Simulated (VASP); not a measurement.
WC:

```
W C
1.0
     0.00000    2.23569    2.23569
     2.23569    0.00000    2.23569
     2.23569    2.23569    0.00000
W C
1 1
Direct
  0.00000 0.00000 0.00000
  0.50000 0.50000 0.50000
```

Program: VASP 6.6.1. Alike in all runs: task single point; no spin polarisation; cell as given; cutoff (eV) 520; smearing fermi-dirac 0.05 eV. Hardware: 1 thread of AMD EPYC 9R45 96-Core Processor (Zen 5) (shared host).

Order these runs on this cell by their wall time, lowest first.
A. level PBE0; potentials or basis VASP PAW PBE potentials, release 64 (W_sv, C); k mesh 6 × 6 × 6; grid for exact exchange (PRECFOCK) Normal
B. level LDA; potentials or basis VASP PAW LDA potentials, release 64 (W_sv, C); k mesh 10 × 10 × 10
C. level r2SCAN; potentials or basis VASP PAW PBE potentials, release 64 (W_sv, C); k mesh 10 × 10 × 10

B (7.3 s), C (54 s), A (1100 s).

Caveats: some runs use coarse meshes.
